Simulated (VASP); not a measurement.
# BPt (Cmmm) in VASP: notebook

Runs on BPt. Level: PBE. Tasks: single point, relaxation of cell and atoms.

All numbers are computed with VASP 6.6.1; they aren't measurements. Logs are shortened: lines on timing, memory, paths and dates and some standing lists are left out, and cuts for length are marked.

### 1 The cell of the first run

The structure is orthorhombic, space group Cmmm (No. 65). The conventional cell has a = 3.570 Å, b = 6.899 Å, c = 2.244 Å, α = 90.00°, β = 90.00°, γ = 90.00°. Within 2.4 Å of B (site symmetry mmm) lie 2 Pt at 1.78 Å and 2 B at 2.24 Å. Within 2.4 Å of Pt (site symmetry mmm) lie 2 B at 1.78 Å and 2 Pt at 2.24 Å.

### 2 Single point, PBE

File INCAR:

```
ALGO     = Normal         # electronic algorithm
EDIFF    = 1E-6           # SCF threshold, eV
ENCUT    = 520            # plane-wave cutoff, eV
GGA      = PE             # functional
ISIF     = 2              # what is computed and relaxed
ISMEAR   = 0              # smearing method
LASPH    = True           # aspherical terms in the spheres
LCHARG   = True           # write CHGCAR
LELF     = True           # ELF
LREAL    = False          # projectors in reciprocal space
LVHAR    = True         
LWAVE    = False          # write WAVECAR
NBANDS   = 14             # bands
NELM     = 100            # most SCF steps
PREC     = Accurate       # precision mode
SIGMA    = 0.1            # smearing width, eV
```

File KPOINTS:

```
k-points
0
Gamma
  6 6 8
```

File POSCAR:

```
BPt
1.0
    1.7848238200     -3.4494574000      0.0000000000
    1.7848238200      3.4494574000      0.0000000000
    0.0000000000      0.0000000000      2.2439662000
B Pt
1 1
Direct
    0.5000000000      0.5000000000      0.0000000000
    0.0000000000      0.0000000000      0.0000000000
```

Potentials or basis: VASP PAW PBE potentials, release 64 (B, Pt).

Command:

```console
> cat potpaw_PBE.64/B/POTCAR potpaw_PBE.64/Pt/POTCAR > POTCAR
> mpirun -np 1 vasp_std > vasp.out
```

OUTCAR:

```text
EDIFF = 1E-6
   ENCUT = 520
   GGA = PE
   ISIF = 2
   ISMEAR = 0
   LASPH = True
   LREAL = False
   NELM = 100
   PREC = Accurate

 ion  position               nearest neighbor table
   1  0.500  0.500  0.000-   2 1.78   2 1.78
   2  0.000  0.000  0.000-   1 1.78   1 1.78

  LATTYP: Found a base centered orthorhombic cell.
 ALAT       =     3.5696476400
 B/A-ratio  =     1.9326598857
 C/A-ratio  =     0.6286240061

  Lattice vectors:

 A1 = (   1.7848238200,  -3.4494574000,   0.0000000000)
 A2 = (   1.7848238200,   3.4494574000,   0.0000000000)
 A3 = (   0.0000000000,   0.0000000000,   2.2439662000)

Analysis of symmetry for initial positions (statically):
=====================================================================
 Subroutine PRICEL returns:
 Original cell was already a primitive cell.

 Routine SETGRP: Setting up the symmetry group for a
 base centered orthorhombic supercell.

 Subroutine GETGRP returns: Found  8 space group operations
 (whereof  8 operations were pure point group operations)
 out of a pool of  8 trial point group operations.

The static configuration has the point symmetry D_2h.

Analysis of symmetry for dynamics (positions and initial velocities):
=====================================================================
 Subroutine PRICEL returns:
 Original cell was already a primitive cell.

 Routine SETGRP: Setting up the symmetry group for a
 base centered orthorhombic supercell.

 Subroutine GETGRP returns: Found  8 space group operations
 (whereof  8 operations were pure point group operations)
 out of a pool of  8 trial point group operations.

The dynamic configuration has the point symmetry D_2h.

 Subroutine INISYM returns: Found  8 space group operations
 (whereof  8 operations are pure point group operations),
 and found     1 'primitive' translations

----------------------------------------------------------------------------------------

                                     Primitive cell

  volume of cell :      27.6307

  direct lattice vectors                    reciprocal lattice vectors
     1.784823820 -3.449457400  0.000000000     0.280139695 -0.144950333  0.000000000
     1.784823820  3.449457400  0.000000000     0.280139695  0.144950333  0.000000000
     0.000000000  0.000000000  2.243966200     0.000000000  0.000000000  0.445639511

  length of vectors
     3.883857930  3.883857930  2.243966200     0.315418528  0.315418528  0.445639511

  position of ions in fractional coordinates (direct lattice)
     0.500000000  0.500000000  0.000000000
     0.000000000  0.000000000  0.000000000

  ion indices of the primitive-cell ions
   primitive index   ion index
                 1           1
                 2           2

----------------------------------------------------------------------------------------

 KPOINTS: k-points

Automatic generation of k-mesh.
 Grid dimensions read from file:
 generate k-points for:    6    6    8

 Generating k-lattice:

  Cartesian coordinates                     Fractional coordinates (reciprocal lattice)
     0.046689949 -0.024158389  0.000000000     0.166666667  0.000000000  0.000000000
     0.046689949  0.024158389  0.000000000     0.000000000  0.166666667  0.000000000
     0.000000000  0.000000000  0.055704939     0.000000000  0.000000000  0.125000000

  Length of vectors
     0.052569755  0.052569755  0.055704939

  Shift w.r.t. Gamma in fractional coordinates (k-lattice)
     0.000000000  0.000000000  0.000000000

 Subroutine IBZKPT returns following result:
 ===========================================

 Found     65 irreducible k-points:

 Following reciprocal coordinates:
            Coordinates               Weight
  0.000000  0.000000  0.000000      1.000000
  0.166667  0.000000  0.000000      4.000000
  0.333333  0.000000  0.000000      4.000000
  0.500000  0.000000  0.000000      2.000000
  0.166667  0.166667  0.000000      2.000000
  0.333333  0.166667  0.000000      4.000000
[... 16 lines left out ...]
  0.333333  0.333333  0.125000      4.000000
  0.500000  0.333333  0.125000      8.000000
 [... further k-points ...]
   k-points           NKPTS =     65   k-points in BZ     NKDIM =     65   number of bands    NBANDS=     14
   number of dos      NEDOS =    301   number of ions     NIONS =      2
   total plane-waves  NPLWV =  16200
   dimension x,y,z NGX =    30 NGY =   30 NGZ =   18
   dimension x,y,z NGXF=    60 NGYF=   60 NGZF=   36
   ions per type =               1   1
   NGX,Y,Z   is equivalent  to a cutoff of  12.84, 12.84, 13.34 a.u.
   NGXF,Y,Z  is equivalent  to a cutoff of  25.68, 25.68, 26.67 a.u.
 SYSTEM =  unknown system
   PREC   = accura    normal or accurate (medium, high low for compatibility)
   ISTART =      0    job   : 0-new  1-cont  2-samecut
   ICHARG =      2    charge: 1-file 2-atom 10-const
   ISPIN  =      1    spin polarized calculation?
   LNONCOLLINEAR =      F non collinear calculations
   LSORBIT =      F    spin-orbit coupling
   LASPH  =      T    aspherical Exc in radial PAW
   ENCUT  =  520.0 eV  38.22 Ry    6.18 a.u.   7.22  7.22  4.17*2*pi/ulx,y,z
   NELM   =    100;   NELMIN=  2; NELMDL= -5     # of ELM steps
   EDIFF  = 0.1E-05   stopping-criterion for ELM
   LREAL  =      F    real-space projection
   EDIFFG = 0.1E-04   stopping-criterion for IOM
   NSW    =      0    number of steps for IOM
   IBRION =     -1    ionic relax: 0-MD 1-quasi-New 2-CG
   NFREE  =      0    steps in history (QN), initial steepest desc. (CG)
   ISIF   =      2    stress and relaxation
   ISYM   =      2    0-nonsym 1-usesym 2-fastsym
   POTIM  = 0.5000    time-step for ionic-motion
   TEBEG  =    0.0;   TEEND  =   0.0 temperature during run
   PSTRESS=    0.0 pullay stress
   NELECT =      13.0000    total number of electrons
   NUPDOWN=      -1.0000    fix difference up-down
   EMIN   =  10.00;   EMAX   =-10.00  energy-range for DOS
   EFERMI =   0.00;   METHOD = LEGACY
   ISMEAR =     0;   SIGMA  =   0.10  broadening in eV -4-tet -1-fermi 0-gaus
   EFERMI_NEDOS =   21; number of points for ismear=-14 and -15
   IALGO  =     38    algorithm
   IMIX   =      4    mixing-type and parameters
     AMIX     =   0.40;   BMIX     =  1.00
     AMIX_MAG =   1.60;   BMIX_MAG =  1.00
  volume/ion in A,a.u.               =      13.82        93.23
  Fermi-wavevector in a.u.,A,eV,Ry     =   1.273284  2.406157 22.058459  1.621251
  Thomas-Fermi vector in A             =   2.406115
   LORBIT       =      0    0 simple, 1 ext, 2 COOP (PROOUT), +10 PAW based schemes
   GGA     = PE    functional components
   LHFCALC =     F    Hartree Fock is set to
   AEXX    =    0.0000 exact exchange contribution
   IVDW    =     0    specifies the selected vdW correction
   LEPSILON=     F    determine dielectric tensor
   LRPA    =     F    only Hartree local field effects (RPA)
 non-spin polarized calculation
 Gauss-broadening in eV      SIGMA  =   0.10
  energy-cutoff  :      520.00
  volume of cell :       27.63
 maximum number of plane-waves:       766
 NGX is ok and might be reduce to    30
   NGX = 15   NGY = 15   NGZ =  9

 number of electron      13.0000000 magnetization

 Free energy of the ion-electron system (eV)
  ---------------------------------------------------
  ext. energy  EPLUGINS =         0.00000000
  ---------------------------------------------------
  free energy    TOTEN  =        -8.13351845 eV

  energy without entropy =       -8.12609613  energy(sigma->0) =       -8.12980729

 E-fermi :   7.1510     XC(G=0): -11.2832

 val. band max:        7.0933240116   @ k =   0.1667   0.1667   0.5000
 cond. band min:       7.1566433161   @ k =   0.5000   0.5000   0.0000
 fundamental gap:      0.0633193044
 Fermi energy:         7.1510160914

 k-point     1 :       0.0000    0.0000    0.0000
  band No.  band energies     occupation
      1      -5.1757      2.00000
      2      -2.0472      2.00000
      3       2.2761      2.00000
      4       2.4208      2.00000
      5       6.1870      2.00000
      6       6.5966      2.00000
      7       6.9349      1.99776
      8       7.2255      0.29240
      9      15.6234      0.00000
     10      15.6523      0.00000
     11      16.0757      0.00000
     12      18.6745      0.00000
     13      21.5233      0.00000
     14      23.9272      0.00000

 k-point     2 :       0.1667    0.0000    0.0000
  band No.  band energies     occupation
      1      -4.7416      2.00000
      2      -2.0601      2.00000
      3       1.6379      2.00000
      4       2.3363      2.00000
      5       5.3280      2.00000
      6       5.9655      2.00000
      7       7.2217      0.31716
      8       7.8100      0.00000
      9      13.9936      0.00000
     10      16.2996      0.00000
     11      17.7540      0.00000
     12      19.8933      0.00000
     13      22.4868      0.00000
     14      24.3094      0.00000

 k-point     3 :       0.3333    0.0000    0.0000
  band No.  band energies     occupation
      1      -3.4656      2.00000
      2      -2.0867      2.00000
      3       0.6529      2.00000
      4       1.1999      2.00000
      5       3.9053      2.00000
      6       5.5728      2.00000
      7       7.2145      0.36939
      8       9.6507      0.00000
      9      12.0014      0.00000
     10      17.7614      0.00000
     11      19.3243      0.00000
     12      22.8993      0.00000
     13      23.1634      0.00000
     14      25.0622      0.00000
[... 324 lines left out ...]
 k-point    23 :       0.3333    0.3333    0.1250
  band No.  band energies     occupation
      1      -2.9521      2.00000
      2      -0.8532      2.00000
      3       0.8748      2.00000
      4       1.0853      2.00000
      5       4.4978      2.00000
      6       5.1587      2.00000
      7       5.2780      2.00000
      8       8.2449      0.00000
      9      15.5577      0.00000
     10      15.9641      0.00000
     11      18.4359      0.00000
     12      22.9757      0.00000
     13      24.4935      0.00000
     14      26.0777      0.00000

 k-point    24 :       0.5000    0.3333    0.1250
  band No.  band energies     occupation
      1      -4.0471      2.00000
      2      -0.8503      2.00000
      3       1.7072      2.00000
      4       3.2800      2.00000
      5       4.2485      2.00000
      6       5.0020      2.00000
      7       6.4495      2.00000
      8       6.9923      1.97521
      9      14.1415      0.00000
     10      15.3706      0.00000
     11      18.2517      0.00000
     12      20.1316      0.00000
     13      25.7276      0.00000
     14      26.0216      0.00000

 [... further k-points ...]
[... 5 lines left out ...]
  --------------------------------------------------------------------------------------
  -------------------------------------------------------------------------------------
  Total       25.6327935      0.3190131     17.7816805     -0.0000000      0.0000000      0.0000000
  in kB     1486.3260036     18.4980795   1031.0766222     -0.0000000      0.0000000      0.0000000
  external PRESSURE =     845.3002351 kB  Pullay stress =       0.0000000 kB

 VOLUME and BASIS-vectors are now :
 -----------------------------------------------------------------------------
  energy-cutoff  :      520.00
  volume of cell :       27.63
      direct lattice vectors                 reciprocal lattice vectors
     1.784823820 -3.449457400  0.000000000     0.280139695 -0.144950333  0.000000000
     1.784823820  3.449457400  0.000000000     0.280139695  0.144950333  0.000000000
     0.000000000  0.000000000  2.243966200     0.000000000  0.000000000  0.445639511

 POSITION                                       TOTAL-FORCE (eV/Angst)
 -----------------------------------------------------------------------------------
      1.78482      0.00000      0.00000         0.000000      0.000000      0.000000
      0.00000      0.00000      0.00000         0.000000      0.000000      0.000000
 -----------------------------------------------------------------------------------
    total drift:                               -0.000000      0.000000      0.000000

  FREE ENERGIE OF THE ION-ELECTRON SYSTEM (eV)
  ---------------------------------------------------
  free  energy   TOTEN  =        -8.1335184497 eV

  energy  without entropy=       -8.1260961344  energy(sigma->0) =       -8.12980729
```

Wall time 28 s (1 thread of Intel Xeon Platinum 8488C (Sapphire Rapids), shared host); peak memory 0.16 GiB.

What came out:

```
Free energy : -8.1335 eV
Pressure    : 84.5 GPa
```

Caveat: spin-orbit coupling is left out, which moves the levels of the heavy elements.

### 3 Relaxation of cell and atoms, PBE

File INCAR:

```
SYSTEM = BPt
PREC     = Accurate       ! precision mode
ENCUT    = 600            ! plane-wave cutoff, eV
EDIFF    = 1E-6           ! SCF threshold, eV
ISMEAR   = 0              ! smearing method
SIGMA    = 0.1            ! smearing width, eV
LREAL    = .False.        ! projectors in reciprocal space
LASPH    = .True.         ! aspherical terms in the spheres
NELM     = 60             ! most SCF steps
ALGO     = Normal         ! electronic algorithm
ISIF     = 3              ! what is computed and relaxed
LWAVE    = .False.        ! write WAVECAR
LCHARG   = .False.        ! write CHGCAR
GGA      = PE             ! functional
IBRION   = 2              ! ionic algorithm
NSW      = 90             ! ionic steps
EDIFFG   = -0.04          ! ionic threshold
```

File KPOINTS:

```
regular mesh
0
Gamma
  6 6 8
  0 0 0
```

POSCAR is that of step 2.

Potentials or basis: VASP PAW PBE potentials, release 64 (B, Pt).

Command:

```console
> cat potpaw_PBE.64/B/POTCAR potpaw_PBE.64/Pt/POTCAR > POTCAR
> mpirun -np 1 vasp_std > vasp.out
```

It took 5.5 min on 1 thread of Intel Xeon Platinum 8488C (Sapphire Rapids), shared host; peak memory 0.19 GiB.

It converged, with:

```yaml
Free_energy: -12.0871 eV
Relaxed_volume: 13.31 Å³/atom
Relaxed_cell: a = 3.040 Å, b = 3.040 Å, c = 2.880 Å, α = 90.00°, β = 90.00°, γ = 89.88°
Space_group_after_relaxing_to_0.05_Å: P4/mmm (No. 123)
Energy_gained_by_relaxing: 1976.2 meV/atom
Ionic_steps: 32
Pressure_after_relaxing: -0.1 GPa
```

Stress tensor (GPa, compression positive):
```
-0.43  0.00  0.00
 0.00  0.35  0.00
 0.00  0.00 -0.10
```

The path:
| step | energy change (eV) | largest force (eV/Å) | pressure (GPa) | volume (Å³) |
| --- | --- | --- | --- | --- |
| 1 | 0.0000 | 0.0000 | 84.58 | 27.63 |
| 2 | 2.2082 | 0.0000 | -16.24 | 64.42 |
| 3 | 0.3748 | 0.0000 | -21.55 | 52.73 |
| 4 | -1.2911 | 0.0000 | -21.36 | 44.12 |
| 5 | -2.4048 | 0.0000 | -1.08 | 35.40 |
| 6 | -2.4050 | 0.0000 | 0.20 | 35.16 |
| 7 | -2.5323 | 0.0000 | 0.03 | 35.44 |
| 8 | -2.5355 | 0.0000 | -0.30 | 35.42 |
| 9 | -2.5790 | 0.0000 | -4.63 | 35.33 |
| 10 | -2.6201 | 0.0000 | -12.29 | 34.99 |
| 11 | -2.6287 | 0.0000 | -12.54 | 34.89 |
| 12 | -2.6573 | 0.0000 | -13.24 | 34.57 |
| 13 | -2.7295 | 0.0000 | -14.75 | 33.91 |
| 14 | -2.9554 | 0.0000 | -17.35 | 32.51 |
| 15 | -3.7390 | 0.0000 | -14.25 | 29.33 |
| 16 | 6.6432 | 0.0000 | 227.54 | 21.44 |
| 17 | -3.8117 | 0.0000 | -12.37 | 28.98 |
| 18 | -3.8710 | 0.0000 | 7.58 | 26.99 |
| 19 | -3.9322 | 0.0000 | -4.89 | 28.01 |
| 20 | -3.9389 | 0.0000 | -2.15 | 27.75 |
| 21 | -3.9400 | 0.0000 | -2.86 | 27.73 |
| 22 | -3.9401 | 0.0000 | -2.73 | 27.73 |
| 23 | -3.9423 | 0.0000 | -1.93 | 27.57 |
| 24 | -3.9441 | 0.0000 | -0.49 | 27.31 |
| 25 | -3.9441 | 0.0000 | -0.18 | 27.26 |
| 26 | -3.9457 | 0.0000 | 0.00 | 27.17 |
| 27 | -3.9493 | 0.0000 | 0.66 | 26.89 |
| 28 | -3.9498 | 0.0000 | 2.08 | 26.34 |
| 29 | -3.9508 | 0.0000 | 1.50 | 26.58 |
| 30 | -3.9523 | 0.0000 | 0.17 | 26.62 |
| 31 | -3.9523 | 0.0000 | -0.10 | 26.63 |
| 32 | -3.9525 | 0.0000 | -0.06 | 26.62 |

Final structure:
```
CELL_PARAMETERS angstrom
2.15191 -2.14738 0.00000
2.15191 2.14738 0.00000
0.00000 0.00000 2.88034
ATOMIC_POSITIONS crystal
B 0.50000 0.50000 0.00000
Pt 0.00000 0.00000 0.00000
```

Levels at points of the mesh, in eV from the Fermi level:
| k point | band 4 | band 5 | band 6 | band 7 | band 8 | band 9 |
| --- | --- | --- | --- | --- | --- | --- |
| (0.00, 0.00, 0.00) | -3.22 | -1.90 | -1.89 | 0.95 | 0.95 | 2.75 |
| (0.50, 0.00, 0.00) | -5.10 | -3.46 | -1.76 | -1.25 | 5.94 | 8.69 |
| (0.50, 0.50, 0.00) | -3.33 | -2.76 | -2.76 | -1.46 | 1.70 | 3.40 |
| (0.00, 0.00, 0.50) | -3.33 | -3.32 | -3.07 | 0.58 | 1.94 | 1.95 |
| (0.50, 0.00, 0.50) | -5.41 | -3.06 | -1.50 | 1.68 | 1.88 | 2.29 |
| (0.50, 0.50, 0.50) | -1.65 | -1.63 | -1.36 | -1.04 | -0.85 | 5.38 |

Caveat: spin-orbit coupling is left out, which moves the levels of the heavy elements.
